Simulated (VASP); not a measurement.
# FeNi3 (Pm-3m) in VASP: notebook

The runs below take FeNi3 through electric field gradients, with PBE, r2SCAN.

Everything below comes from runs of VASP 6.6.1. Logs are shortened: lines on timing, memory, paths and dates and some standing lists are left out, and cuts for length are marked.

### Step 1. The cell of the first run

It takes space group Pm-3m (No. 221, cubic). The conventional cell has a = 3.545 Å, b = 3.545 Å, c = 3.545 Å, α = 90.00°, β = 90.00°, γ = 90.00°. Fe (site symmetry m-3m) has 12 Ni at 2.51 Å within 3.3 Å. Ni (site symmetry 4/mmm) has 4 Fe at 2.51 Å and 8 Ni at 2.51 Å within 3.3 Å.

### Step 2. Electric field gradients, PBE, collinear spin, ferromagnetic start

Contents of INCAR:

```
SYSTEM = FeNi3
ALGO = Normal
EDIFF = 1E-8
ENCUT = 520
GGA = PE
ISIF = 2
ISMEAR = -1
ISPIN = 2
LASPH = .True.
LCHARG = .False.
LEFG = .True.
LMAXMIX = 4
LORBIT = 11
LREAL = .False.
LWAVE = .False.
MAGMOM = 3 1.5 1.5 1.5
NBANDS = 31
NELM = 150
PREC = Accurate
SIGMA = 0.05
```

Contents of KPOINTS:

```
k-points
0
Gamma
  9 9 9
  0 0 0
```

Contents of POSCAR:

```
FeNi3
1.0
    3.5450000000      0.0000000000      0.0000000000
    0.0000000000      3.5450000000      0.0000000000
    0.0000000000      0.0000000000      3.5450000000
Fe Ni
1 3
Direct
    0.0000000000      0.0000000000      0.0000000000
    0.0000000000      0.5000000000      0.5000000000
    0.5000000000      0.0000000000      0.5000000000
    0.5000000000      0.5000000000      0.0000000000
```

Potentials or basis: VASP PAW PBE potentials, release 64 (Fe, Ni).

Started as:

```console
$ cat potpaw_PBE.64/Fe/POTCAR potpaw_PBE.64/Ni/POTCAR > POTCAR
$ mpirun -np 1 vasp_std > vasp.out
```

OUTCAR:

```text
SYSTEM = FeNi3
   EDIFF = 1E-8
   ENCUT = 520
   GGA = PE
   ISIF = 2
   ISMEAR = -1
   ISPIN = 2
   LASPH = .True.
   LORBIT = 11
   LREAL = .False.
   NELM = 150
   PREC = Accurate

 ion  position               nearest neighbor table
   1  0.000  0.000  0.000-   2 2.51   3 2.51   4 2.51   2 2.51   3 2.51   2 2.51   4 2.51   2 2.51
                             3 2.51   4 2.51   3 2.51   4 2.51
   2  0.000  0.500  0.500-   1 2.51   3 2.51   4 2.51   1 2.51   4 2.51   1 2.51   3 2.51   1 2.51
                             3 2.51   4 2.51   4 2.51   3 2.51
   3  0.500  0.000  0.500-   1 2.51   2 2.51   4 2.51   1 2.51   4 2.51   2 2.51   4 2.51   4 2.51
                             1 2.51   2 2.51   1 2.51   2 2.51
   4  0.500  0.500  0.000-   1 2.51   2 2.51   3 2.51   2 2.51   3 2.51   1 2.51   3 2.51   3 2.51
                             1 2.51   2 2.51   2 2.51   1 2.51

  LATTYP: Found a simple cubic cell.
 ALAT       =     3.5450000000

  Lattice vectors:

 A1 = (   3.5450000000,   0.0000000000,   0.0000000000)
 A2 = (   0.0000000000,   3.5450000000,   0.0000000000)
 A3 = (   0.0000000000,   0.0000000000,   3.5450000000)

Analysis of symmetry for initial positions (statically):
=====================================================================
 Subroutine PRICEL returns:
 Original cell was already a primitive cell.

 Routine SETGRP: Setting up the symmetry group for a
 simple cubic supercell.

 Subroutine GETGRP returns: Found 48 space group operations
 (whereof 48 operations were pure point group operations)
 out of a pool of 48 trial point group operations.

The static configuration has the point symmetry O_h .

Analysis of symmetry for dynamics (positions and initial velocities):
=====================================================================
 Subroutine PRICEL returns:
 Original cell was already a primitive cell.

 Routine SETGRP: Setting up the symmetry group for a
 simple cubic supercell.

 Subroutine GETGRP returns: Found 48 space group operations
 (whereof 48 operations were pure point group operations)
 out of a pool of 48 trial point group operations.

The dynamic configuration has the point symmetry O_h .

Analysis of structural, dynamic, and magnetic symmetry:
=====================================================================
 Subroutine PRICEL returns:
 Original cell was already a primitive cell.

 Routine SETGRP: Setting up the symmetry group for a
 simple cubic supercell.

 Subroutine GETGRP returns: Found 48 space group operations
 (whereof 48 operations were pure point group operations)
 out of a pool of 48 trial point group operations.

The overall configuration has the point symmetry O_h .

 Subroutine INISYM returns: Found 48 space group operations
 (whereof 48 operations are pure point group operations),
 and found     1 'primitive' translations

----------------------------------------------------------------------------------------

                                     Primitive cell

  volume of cell :      44.5501

  direct lattice vectors                    reciprocal lattice vectors
     3.545000000  0.000000000  0.000000000     0.282087447  0.000000000  0.000000000
     0.000000000  3.545000000  0.000000000     0.000000000  0.282087447  0.000000000
     0.000000000  0.000000000  3.545000000     0.000000000  0.000000000  0.282087447

  length of vectors
     3.545000000  3.545000000  3.545000000     0.282087447  0.282087447  0.282087447

  position of ions in fractional coordinates (direct lattice)
     0.000000000  0.000000000  0.000000000
     0.000000000  0.500000000  0.500000000
     0.500000000  0.000000000  0.500000000
     0.500000000  0.500000000  0.000000000

  ion indices of the primitive-cell ions
   primitive index   ion index
                 1           1
                 2           2
                 3           3
                 4           4

----------------------------------------------------------------------------------------

 KPOINTS: k-points

Automatic generation of k-mesh.
 Grid dimensions read from file:
 generate k-points for:    9    9    9

 Generating k-lattice:

  Cartesian coordinates                     Fractional coordinates (reciprocal lattice)
     0.031343050  0.000000000  0.000000000     0.111111111  0.000000000  0.000000000
     0.000000000  0.031343050  0.000000000     0.000000000  0.111111111  0.000000000
     0.000000000  0.000000000  0.031343050     0.000000000  0.000000000  0.111111111

  Length of vectors
     0.031343050  0.031343050  0.031343050

  Shift w.r.t. Gamma in fractional coordinates (k-lattice)
[... 36 lines left out ...]
   total plane-waves  NPLWV =  21952
   dimension x,y,z NGX =    28 NGY =   28 NGZ =   28
   dimension x,y,z NGXF=    56 NGYF=   56 NGZF=   56
   ions per type =               1   3
   NGX,Y,Z   is equivalent  to a cutoff of  13.13, 13.13, 13.13 a.u.
   NGXF,Y,Z  is equivalent  to a cutoff of  26.26, 26.26, 26.26 a.u.
 SYSTEM =  FeNi3
   PREC   = accura    normal or accurate (medium, high low for compatibility)
   ISTART =      0    job   : 0-new  1-cont  2-samecut
   ICHARG =      2    charge: 1-file 2-atom 10-const
   ISPIN  =      2    spin polarized calculation?
   LNONCOLLINEAR =      F non collinear calculations
   LSORBIT =      F    spin-orbit coupling
   LASPH  =      T    aspherical Exc in radial PAW
   ENCUT  =  520.0 eV  38.22 Ry    6.18 a.u.   6.59  6.59  6.59*2*pi/ulx,y,z
   NELM   =    150;   NELMIN=  2; NELMDL= -5     # of ELM steps
   EDIFF  = 0.1E-07   stopping-criterion for ELM
   LREAL  =      F    real-space projection
   EDIFFG = 0.1E-06   stopping-criterion for IOM
   NSW    =      0    number of steps for IOM
   IBRION =     -1    ionic relax: 0-MD 1-quasi-New 2-CG
   NFREE  =      0    steps in history (QN), initial steepest desc. (CG)
   ISIF   =      2    stress and relaxation
   ISYM   =      2    0-nonsym 1-usesym 2-fastsym
   POTIM  = 0.5000    time-step for ionic-motion
   TEBEG  =    0.0;   TEEND  =   0.0 temperature during run
   PSTRESS=    0.0 pullay stress
   NELECT =      38.0000    total number of electrons
   NUPDOWN=      -1.0000    fix difference up-down
   EMIN   =  10.00;   EMAX   =-10.00  energy-range for DOS
   EFERMI =   0.00;   METHOD = LEGACY
   ISMEAR =    -1;   SIGMA  =   0.05  broadening in eV -4-tet -1-fermi 0-gaus
   EFERMI_NEDOS =   21; number of points for ismear=-14 and -15
   IALGO  =     38    algorithm
   IMIX   =      4    mixing-type and parameters
     AMIX     =   0.40;   BMIX     =  1.00
     AMIX_MAG =   1.60;   BMIX_MAG =  1.00
  volume/ion in A,a.u.               =      11.14        75.16
  Fermi-wavevector in a.u.,A,eV,Ry     =   1.552577  2.933945 32.796776  2.410495
  Thomas-Fermi vector in A             =   2.656932
   LORBIT       =     11    0 simple, 1 ext, 2 COOP (PROOUT), +10 PAW based schemes
   GGA     = PE    functional components
   LHFCALC =     F    Hartree Fock is set to
   AEXX    =    0.0000 exact exchange contribution
   IVDW    =     0    specifies the selected vdW correction
   LEPSILON=     F    determine dielectric tensor
   LRPA    =     F    only Hartree local field effects (RPA)
 spin polarized calculation
  energy-cutoff  :      520.00
  volume of cell :       44.55
 maximum number of plane-waves:      1217
 NGX is ok and might be reduce to    28
   NGX = 13   NGY = 13   NGZ = 13

 number of electron      37.9999985 magnetization       4.7471596

 Free energy of the ion-electron system (eV)
  ---------------------------------------------------
  ext. energy  EPLUGINS =         0.00000000
  ---------------------------------------------------
  free energy    TOTEN  =       -25.00596546 eV

  energy without entropy =      -24.97639215  energy(sigma->0) =      -24.99117881

 E-fermi :   8.5799     XC(G=0): -13.1426

 val. band max:        8.5739051502   @ k =   0.4444   0.4444   0.0000
 cond. band min:       8.5848674635   @ k =   0.4444   0.3333   0.1111
 fundamental gap:      0.0109623132
 Fermi energy:         8.5799281746

 spin component 1

 k-point     1 :       0.0000    0.0000    0.0000
  band No.  band energies     occupation
      1      -0.4934      1.00000
      2       3.2867      1.00000
      3       3.2867      1.00000
      4       3.9601      1.00000
      5       4.0256      1.00000
      6       4.0256      1.00000
[... 805 lines left out ...]
     30      22.1804      0.00000
     31      24.5051      0.00000

 [... further k-points ...]

 spin component 2

 k-point     1 :       0.0000    0.0000    0.0000
  band No.  band energies     occupation
      1      -0.4561      1.00000
      2       4.3253      1.00000
      3       4.3253      1.00000
      4       4.3326      1.00000
      5       5.0229      1.00000
      6       5.0229      1.00000
[... 805 lines left out ...]
     30      22.5063      0.00000
     31      24.7562      0.00000

 [... further k-points ...]

------------------------ aborting loop because EDIFF is reached ----------------------------------------

  FORCE on cell =-STRESS in cart. coord.  units (eV):
  Direction    XX          YY          ZZ          XY          YZ          ZX
  --------------------------------------------------------------------------------------
  -------------------------------------------------------------------------------------
  Total       -0.0657810     -0.0657810     -0.0657810     -0.0000000     -0.0000000      0.0000000
  in kB       -2.3657143     -2.3657143     -2.3657143     -0.0000000     -0.0000000      0.0000000
  external PRESSURE =      -2.3657143 kB  Pullay stress =       0.0000000 kB

 VOLUME and BASIS-vectors are now :
 -----------------------------------------------------------------------------
  energy-cutoff  :      520.00
  volume of cell :       44.55
      direct lattice vectors                 reciprocal lattice vectors
     3.545000000  0.000000000  0.000000000     0.282087447  0.000000000  0.000000000
     0.000000000  3.545000000  0.000000000     0.000000000  0.282087447  0.000000000
     0.000000000  0.000000000  3.545000000     0.000000000  0.000000000  0.282087447

 POSITION                                       TOTAL-FORCE (eV/Angst)
 -----------------------------------------------------------------------------------
      0.00000      0.00000      0.00000         0.000000      0.000000      0.000000
      0.00000      1.77250      1.77250         0.000000      0.000000      0.000000
      1.77250      0.00000      1.77250         0.000000      0.000000      0.000000
      1.77250      1.77250      0.00000         0.000000      0.000000      0.000000
 -----------------------------------------------------------------------------------
    total drift:                                0.000000      0.000000      0.000000

  FREE ENERGIE OF THE ION-ELECTRON SYSTEM (eV)
  ---------------------------------------------------
  free  energy   TOTEN  =       -25.0059654601 eV

  energy  without entropy=      -24.9763921548  energy(sigma->0) =      -24.99117881

 Electric field gradients (V/A^2)
---------------------------------------------------------------------
 ion       V_xx      V_yy      V_zz      V_xy      V_xz      V_yz
---------------------------------------------------------------------
   1       0.000    -0.000    -0.000     0.000     0.000    -0.000
   2       1.366    -0.683    -0.683    -0.000     0.000    -0.000
   3      -0.683     1.366    -0.683     0.000    -0.000    -0.000
   4      -0.683    -0.683     1.366     0.000     0.000    -0.000
---------------------------------------------------------------------

 Electric field gradients after diagonalization (V/A^2)
 (convention: |V_zz| > |V_xx| > |V_yy|)
----------------------------------------------------------------------
 ion       V_xx      V_yy      V_zz     asymmetry (V_yy - V_xx)/ V_zz
----------------------------------------------------------------------
   1       0.000    -0.000    -0.000       0.431
   2      -0.683    -0.683     1.366       0.000
   3      -0.683    -0.683     1.366       0.000
   4      -0.683    -0.683     1.366       0.000
----------------------------------------------------------------------

           NMR quadrupolar parameters

 Cq : quadrupolar parameter    Cq=e*Q*V_zz/h
 eta: asymmetry parameters     (V_yy - V_xx)/ V_zz
 Q  : nuclear electric quadrupole moment in mb (millibarn)
----------------------------------------------------------------------
 ion       Cq(MHz)       eta       Q (mb)
----------------------------------------------------------------------
   1      -0.000       0.431       1.000
   2       0.003       0.000       1.000
   3       0.003       0.000       1.000
   4       0.003       0.000       1.000
----------------------------------------------------------------------

 total charge

# of ion       s       p       d       tot
------------------------------------------
    1        0.474   0.501   6.113   7.087
    2        0.503   0.508   8.325   9.336
    3        0.503   0.508   8.325   9.336
    4        0.503   0.508   8.325   9.336
--------------------------------------------------
tot          1.984   2.025  31.086  35.095

 magnetization (x)

# of ion       s       p       d       tot
------------------------------------------
    1        0.012  -0.000   2.889   2.901
    2       -0.015  -0.044   0.685   0.626
    3       -0.015  -0.044   0.685   0.626
    4       -0.015  -0.044   0.685   0.626
--------------------------------------------------
tot         -0.034  -0.133   4.946   4.778
```

Run time: 75 s. Hardware: 1 thread of Intel Xeon Platinum 8488C (Sapphire Rapids), shared host; peak memory 0.21 GiB.

What came out:

* Free energy: -25.0060 eV
* Pressure: -0.2 GPa
* Net moment: 4.75 μB per cell
* Site moments: Fe +2.90; Ni +0.63 μB
* Largest electric field gradient by atom: Fe +0.0; Ni +1.4 V/Å²
* Valence electrons inside the program's atomic spheres: Fe 7.09; Ni 9.34

Levels at points of the mesh, in eV from the Fermi level:
Spin up:
```
           k point  band 18  band 19  band 20  band 21  band 22  band 23  band 24  band 25
(0.00, 0.00, 0.00)    -0.73    -0.63    -0.63    -0.63     2.24     2.24     2.24     8.83
```
Spin down:
```
           k point  band 15  band 16  band 17  band 18  band 19  band 20
(0.00, 0.00, 0.00)     0.27     0.27     0.98     0.98     1.23     1.23
```

Electric field gradients, principal values (V/Å²):
```tsv
atom	least	middle	greatest (by size)
1 Fe	0.000	0.000	0.000
2 Ni	-0.683	-0.683	1.366
3 Ni	-0.683	-0.683	1.366
4 Ni	-0.683	-0.683	1.366
```

Caveat: without QUAD_EFG the Cq values of the log hold for a quadrupole moment of 1 mb, not for the nuclei.

(Part 1 of 2 ends here.)
